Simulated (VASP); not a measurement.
Here is a VASP 6.6.1 calculation.

File INCAR:

```
ALGO     = Normal         # electronic algorithm
EDIFF    = 1E-7           # SCF threshold, eV
ENCUT    = 520            # plane-wave cutoff, eV
GGA      = PS             # functional
ISIF     = 2              # what is computed and relaxed
ISMEAR   = 0              # smearing method
LASPH    = True           # aspherical terms in the spheres
LCHARG   = True           # write CHGCAR
LELF     = True           # ELF
LREAL    = False          # projectors in reciprocal space
LVHAR    = True         
LWAVE    = False          # write WAVECAR
NBANDS   = 26             # bands
NELM     = 100            # most SCF steps
PREC     = Accurate       # precision mode
SIGMA    = 0.05           # smearing width, eV
```

Contents of KPOINTS:

```
k-points
0
Gamma
  14 14 14
```

File POSCAR:

```
NbP
1.0
   -1.7001475986      1.7001475986      5.7404525824
    1.7001475986     -1.7001475986      5.7404525824
    1.7001475986      1.7001475986     -5.7404525824
Nb P
2 2
Direct
    0.7629467558      0.7629467558      0.0000000000
    0.5129467558      1.0129467558      0.5000000000
    0.3196818142      0.3196818142      0.0000000000
    0.0696818242      0.5696818242      0.5000000000
```

Potentials or basis: VASP PAW PBE potentials, release 64 (Nb_sv, P).

The run is started by

```console
$ cat potpaw_PBE.64/Nb_sv/POTCAR potpaw_PBE.64/P/POTCAR > POTCAR
$ mpirun -np 1 vasp_std > vasp.out
```

(1) Estimate the band gap on the k mesh.

(2) Predict the pressure.

(3) Predict the largest force.

## Answers

(1) zero (band 18 reaches 10.37 eV, above the bottom of band 19 at 9.94 eV).

(2) -9.1 GPa.

(3) 1.983 eV/Å.

Caveat: the cell differs from its parent crystal (strained and its atoms moved); the PAW data sets were made with another functional, which shifts forces and pressure a little.
